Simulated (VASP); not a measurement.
Write the native input for VASP 6.6.1 that does the following.

* Task: single point
* Functional: PBEsol
* Potentials or basis: VASP PAW PBE potentials, release 64 (Sr_sv, Ti_sv, O)
* Cutoff: 520 eV
* k mesh: 6 × 6 × 6
* Occupations: gaussian, width 0.02 eV
* Spin: no spin polarisation
* Dipole correction: no
* Further INCAR settings: ALGO = Normal; EDIFF = 1e-06; NBANDS = 28

The structure of SrTiO3 lies in POSCAR:

```
SrTiO3
1.0
    3.8911418677      0.0000000000      0.0000000000
    0.0000000000      3.8911418677      0.0000000000
    0.0000000000      0.0000000000      3.8911418677
Sr Ti O
1 1 3
Direct
    0.0000000000      0.0000000000      0.0000000000
    0.5000000000      0.5000000000      0.5000000000
    0.5000000000      0.0000000000      0.5000000000
    0.5000000000      0.5000000000      0.0000000000
    0.0000000000      0.5000000000      0.5000000000
```

One way to write it, as run:

INCAR

```
SYSTEM = SrTiO3
PREC = Accurate
ENCUT = 520
EDIFF = 1E-6
ISMEAR = 0
SIGMA = 0.02
LREAL = .False.
LASPH = .True.
NELM = 80
ALGO = Normal
ISIF = 2
LWAVE = .False.
LCHARG = .True.
GGA = PS
LELF = .True.
LVHAR = .True.
NBANDS = 28
```

KPOINTS

```
regular mesh
0
Gamma
  6 6 6
  0 0 0
```

Potentials or basis: VASP PAW PBE potentials, release 64 (Sr_sv, Ti_sv, O).

Run with:

```console
$ cat potpaw_PBE.64/Sr_sv/POTCAR potpaw_PBE.64/Ti_sv/POTCAR potpaw_PBE.64/O/POTCAR > POTCAR
$ mpirun -np 1 vasp_std > vasp.out
```

Results of the run:

```
Pressure               : 0.7 GPa
Band gap on the k mesh : 1.82 eV (least direct gap 2.17 eV)
```

Caveat: the PAW data sets were made with another functional, which shifts forces and pressure a little.

Wall time 56 s on 1 thread of Intel Xeon 8259CL, with other jobs on the host, peak memory 0.19 GiB.
